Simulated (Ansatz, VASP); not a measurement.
## Hf4O3 in VASP and in Ansatz

```
Hf O
1.0
     4.87838    0.00000    0.00000
     0.00000    4.87838    0.00000
     0.00000    0.00000    4.87838
Hf O
4 3
Direct
  0.74705 0.25295 0.25295
  0.25295 0.74705 0.25295
  0.25295 0.25295 0.74705
  0.74705 0.74705 0.74705
  0.00000 0.00000 0.50000
  0.50000 0.00000 0.00000
  0.00000 0.50000 0.00000
```

Change from the starting cell: species swapped into the Si3As4 type (P-43m, No. 215).

Alike in both runs: functional PBE; k mesh 4 × 4 × 4; occupations gaussian, width 0.2 eV; no spin polarisation.

Ansatz relaxed the structure, and its values are those at the end. VASP's run is a single point on that final structure, the one shown.

```csv
,VASP,Ansatz
version,VASP 6.6.1,Ansatz 0.2.0
potentials or method,"VASP PAW PBE potentials, release 64 (Hf_pv, O), cutoff 520 eV","scalar-relativistic, plane waves, PAW"
valence electrons in the cell,58,122
```

Ansatz gave:

```
gap on the k mesh at the Fermi level (eV) : none
pressure (GPa)                            : -0.5
rms of the force components (eV/Å)        : 0.017
```

Task: Which values does VASP return?

Result: gap on the k mesh at the Fermi level (eV): none; pressure (GPa): -2.0; rms of the force components (eV/Å): 0.061.

A gap of «none» marks a metal or a gap that the smearing closes. With one functional, cell and mesh, what is left measures potentials, basis and numerics. VASP's potentials hold 58 valence electrons a cell and Ansatz's 122, so a difference there can come from the potentials and not from the codes.

Neither program's run includes spin-orbit coupling.
